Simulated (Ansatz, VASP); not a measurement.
# C: VASP beside Ansatz

The input INCAR:

```
SYSTEM = C
  ALGO = Normal
  EDIFF = 1E-8
  ENCUT = 520
  GGA = PE
  ISIF = 2
  ISMEAR = -1
  IVDW = 12
  LASPH = .True.
  LCHARG = .False.
  LEFG = .True.
  LREAL = .False.
  LWAVE = .False.
  NBANDS = 16
  NELM = 60
  PREC = Accurate
  SIGMA = 0.15
```

KPOINTS

```
k-points
0
Gamma
  18 18 6
  0 0 0
```

POSCAR

```
C
1.0
    2.4649796689      0.0000000000      0.0000000000
   -1.2324898345      2.1347350131      0.0000000000
    0.0000000000      0.0000000000      6.7384331569
C
4
Direct
    0.0000000000      0.0000000000      0.0025000000
    0.0000000000      0.0000000000      0.5025000000
    0.3333333333      0.6666666667      0.0025000000
    0.6666666667      0.3333333333      0.5025000000
```

Input for Ansatz:

```yaml
crystal:
  lattice:
    - [2.4649796689, 0.0, 0.0]
    - [-1.2324898345, 2.1347350131, 0.0]
    - [0.0, 0.0, 6.7384331569]
  atoms:
    - { symbol: C, position: [0.0, 0.0, 0.0025] }
    - { symbol: C, position: [0.0, 0.0, 0.5025] }
    - { symbol: C, position: [0.3333333333, 0.6666666667, 0.0025] }
    - { symbol: C, position: [0.6666666667, 0.3333333333, 0.5025] }
basis:
  ecutwfc: 420
kpoints:
  mp_grid: { grid: [18, 18, 6] }
hamiltonian:
  xc: pbe
  dispersion: d3bj
scf:
  occupations: { method: fermi_dirac, width: 0.15 }
output:
  forces: true
  stress: true
  eigenvalues: true
  efg: {}
checkpoint:
  read: start.run
  write: ck
  compress: false
  write_wavefunctions: false
  write_every: 100000
```

Alike in both runs: task electric field gradients; functional PBE; dispersion D3(BJ); k mesh 18 × 18 × 6; occupations fermi-dirac, width 0.15 eV; no spin polarisation.

|  | VASP | Ansatz |
| --- | --- | --- |
| version | VASP 6.6.1 | Ansatz 0.2.0 |
| potentials or method | VASP PAW PBE potentials, release 64 (C), cutoff 520 eV | scalar-relativistic, plane waves, PAW |
| valence electrons in the cell | 16 | 16 |

|  | VASP | Ansatz | Ansatz less VASP |
| --- | --- | --- | --- |
| gap on the k mesh at the Fermi level (eV) | none | none | - |
| pressure (GPa) | 0.5 | 0.0 | -0.45 |
| traceless stress, the component that is largest in VASP (GPa) | -0.53 | -0.01 | +0.522 |
| size of Vzz on the site where it differs most (V/Å²) | 31.3 | 23.9 | -7.45 |

A gap of «none» marks a metal or a gap that the smearing closes.
